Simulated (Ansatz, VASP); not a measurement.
## Two plane-wave programs on CuI

POSCAR

```
CuI
1.0
    0.0000000000      3.0120291186      3.1373295300
    3.0120291186      0.0000000000      3.1373295300
    3.0120291186      3.0120291186      0.0000000000
Cu I
1 1
Direct
    0.0000000000      0.0000000000      0.0000000000
    0.2500000000      0.2500000000      0.2500000000
```

INCAR.step1

```
ALGO = Normal
EDIFF = 1E-4
ENCUT = 520
GGA = PE
ISMEAR = 0
LASPH = T
LCHARG = F
LREAL = F
LWAVE = T
NBANDS = 16
NELM = 80
PREC = Accurate
SIGMA = 0.01
```

Contents of INCAR.step2:

```
ALGO = Normal
EDIFF = 1E-6
ENCUT = 520
ISIF = 2
ISMEAR = 0
ISTART = 1
LASPH = T
LCHARG = T
LELF = T
LMIXTAU = T
LREAL = F
LVHAR = T
LWAVE = F
METAGGA = R2SCAN
NBANDS = 16
NELM = 80
PREC = Accurate
SIGMA = 0.01
```

The input KPOINTS:

```
k-points
0
Gamma
  8 8 8
```

Input for Ansatz:

```yaml
crystal:
  lattice:
    - [0.0, 3.0120291186, 3.13732953]
    - [3.0120291186, 0.0, 3.13732953]
    - [3.0120291186, 3.0120291186, 0.0]
  atoms:
    - { symbol: Cu, position: [0.0, 0.0, 0.0] }
    - { symbol: I, position: [0.25, 0.25, 0.25] }
kpoints:
  mp_grid: { grid: [8, 8, 8] }
  band_path:
    path:
      - [0.0, 0.0, 0.0]
      - [-0.5, -0.5, 0.0]
      - [-0.375, -0.375, 0.25]
      - [-0.375, 0.0, 0.375]
      - [0.0, 0.0, 0.5]
      - [-0.5, -0.25, 0.25]
    npoints: 1
hamiltonian:
  xc: r2scan
scf:
  occupations: { method: fixed }
  n_extra_bands: 4
output:
  forces: true
  stress: true
  eigenvalues: true
```

Change from the starting cell: uniaxial_z strain +4.2%.

Alike in both runs: task single point; functional r2SCAN; k mesh 8 × 8 × 8; no spin polarisation.

|  | VASP | Ansatz |
| --- | --- | --- |
| version | VASP 6.6.1 | Ansatz 0.2.0 |
| potentials or method | VASP PAW PBE potentials, release 64 (Cu, I) | plane waves, PAW |
| plane-wave cutoff (eV) | 520 | 500 |
| occupations | gaussian, width 0.01 eV | fixed |
| valence electrons in the cell | 18 | 36 |

|  | VASP | Ansatz | Ansatz less VASP |
| --- | --- | --- | --- |
| gap on the k mesh at the Fermi level (eV) | 1.53 | 1.53 | -0.003 |
| pressure (GPa) | -1.7 | -1.6 | +0.06 |
| traceless stress, the component that is largest in VASP (GPa) | -0.55 | -0.54 | +0.008 |

VASP's potentials were made for PBE, not for r2SCAN. VASP's potentials hold 18 valence electrons a cell and Ansatz's 36, so a difference there can come from the potentials and not from the codes.

Neither program's run includes spin-orbit coupling.
